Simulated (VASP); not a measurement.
Set up this calculation in VASP 6.6.1, as the native input.

```
Task                   : single point
Functional             : PBE
Potentials or basis    : VASP PAW PBE potentials, release 64 (Ge_d)
Cutoff                 : 520 eV
k mesh                 : 14 × 14 × 14
Occupations            : gaussian, width 0.15 eV
Spin                   : no spin polarisation
Dipole correction      : no
Further INCAR settings : ALGO = Normal; EDIFF = 1e-06; NBANDS = 21
```

The structure of Ge lies in POSCAR:

```
Ge
1.0
    0.0000000000      2.8229085503      2.9993403346
    2.8229085503      0.0000000000      2.9993403346
    2.8229085503      2.8229085503      0.0000000000
Ge
2
Direct
    0.5000000000      0.5000000000      0.5000000000
    0.7500000000      0.7500000000      0.7500000000
```

This cell differs from its parent crystal: volume 23.901 Å^3 an atom, c/a of the conventional cell 1.0625.

These files were run (other wordings do the same):

INCAR

```
SYSTEM = Ge
ALGO     = Normal         ! electronic algorithm
EDIFF    = 1E-6           ! SCF threshold, eV
ENCUT    = 520            ! plane-wave cutoff, eV
GGA      = PE             ! functional
ISIF     = 2              ! what is computed and relaxed
ISMEAR   = 0              ! smearing method
LASPH    = .TRUE.         ! aspherical terms in the spheres
LCHARG   = .TRUE.         ! write CHGCAR
LELF     = .TRUE.         ! ELF
LREAL    = .FALSE.        ! projectors in reciprocal space
LVHAR    = .TRUE.       
LWAVE    = .FALSE.        ! write WAVECAR
NBANDS   = 21             ! bands
NELM     = 80             ! most SCF steps
PREC     = Accurate       ! precision mode
SIGMA    = 0.15           ! smearing width, eV
```

KPOINTS

```
k-points
0
G
  14 14 14
  0 0 0
```

Potentials or basis: VASP PAW PBE potentials, release 64 (Ge_d).

Launch:

```console
$ cat potpaw_PBE.64/Ge_d/POTCAR > POTCAR
$ mpirun -np 1 vasp_std > vasp.out
```

It gave:

```yaml
Pressure: -0.1 GPa
Band_gap_on_the_k_mesh: zero (band 14 reaches 4.64 eV, above the bottom of band 15 at 4.44 eV)
```

Run time: 91 s on 1 thread of Intel(R) Xeon(R) 6975P-C (Granite Rapids), on a shared host, peak memory 0.31 GiB.
